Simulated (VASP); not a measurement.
Set up this calculation in VASP 6.6.1, as the native input.

| Item | Value |
| --- | --- |
| Task | density of states |
| Functional | PBE |
| Potentials or basis | VASP PAW PBE potentials, release 64 (Al, Pt) |
| Cutoff | 520 eV |
| k mesh | 12 × 12 × 12 |
| Occupations | gaussian, width 0.1 eV |
| Spin | no spin polarisation |
| Dipole correction | no |
| k mesh for the DOS | 18 × 18 × 18 |
| Occupations for the DOS | tetrahedron |
| Further INCAR settings | ALGO = Normal; EDIFF = 1e-07; NBANDS = 15 |

The system is Al2Pt.

```
CELL_PARAMETERS angstrom
0.00000 2.97320 2.97320
2.97320 0.00000 2.97320
2.97320 2.97320 0.00000
ATOMIC_POSITIONS crystal
Al 0.25000 0.25000 0.25000
Al 0.75000 0.75000 0.75000
Pt 0.00000 0.00000 0.00000
```

These files were run (other wordings do the same):

POSCAR

```
Al2Pt
1.0
    0.0000000000      2.9732041191      2.9732041191
    2.9732041191      0.0000000000      2.9732041191
    2.9732041191      2.9732041191      0.0000000000
Al Pt
2 1
Direct
    0.2500000000      0.2500000000      0.2500000000
    0.7500000000      0.7500000000      0.7500000000
    0.0000000000      0.0000000000      0.0000000000
```

INCAR.step1

```
SYSTEM = Al2Pt
ALGO = Normal ; EDIFF = 1E-7
ENCUT = 520 ; GGA = PE
ISIF = 2 ; ISMEAR = 0
LASPH = .True. ; LCHARG = .True.
LMAXMIX = 4 ; LREAL = .False.
LWAVE = .False. ; NBANDS = 15
NELM = 80 ; PREC = Accurate
SIGMA = 0.1
```

KPOINTS.step1

```
k-points
0
Gamma
  12 12 12
  0 0 0
```

INCAR.step2

```
SYSTEM = Al2Pt
ALGO = Normal ; EDIFF = 1E-7
ENCUT = 520 ; GGA = PE
ICHARG = 11 ; ISIF = 2
ISMEAR = -5 ; LASPH = .True.
LCHARG = .False. ; LMAXMIX = 4
LORBIT = 11 ; LREAL = .False.
LWAVE = .False. ; NBANDS = 15
NEDOS = 1001 ; NELM = 80
PREC = Accurate ; SIGMA = 0.1
```

KPOINTS.step2

```
k-points
0
Gamma
  18 18 18
  0 0 0
```

Potentials or basis: VASP PAW PBE potentials, release 64 (Al, Pt).

The run is started by

```bash
$ cat potpaw_PBE.64/Al/POTCAR potpaw_PBE.64/Pt/POTCAR > POTCAR
$ cp INCAR.step1 INCAR
$ cp KPOINTS.step1 KPOINTS
$ mpirun -np 1 vasp_std > vasp.out
$ cp INCAR.step2 INCAR
$ cp KPOINTS.step2 KPOINTS
$ mpirun -np 1 vasp_std > vasp.out
```

It gave:

```yaml
Valence_electrons_inside_the_program's_atomic_spheres: Al 0.76; Pt 9.68
```

Caveat: spin-orbit coupling is left out, which moves the levels of the heavy elements.

Run time: 2.7 min on 1 thread of AMD EPYC 7R43 64-Core Processor (Zen 3), on a shared host, peak memory 0.25 GiB.
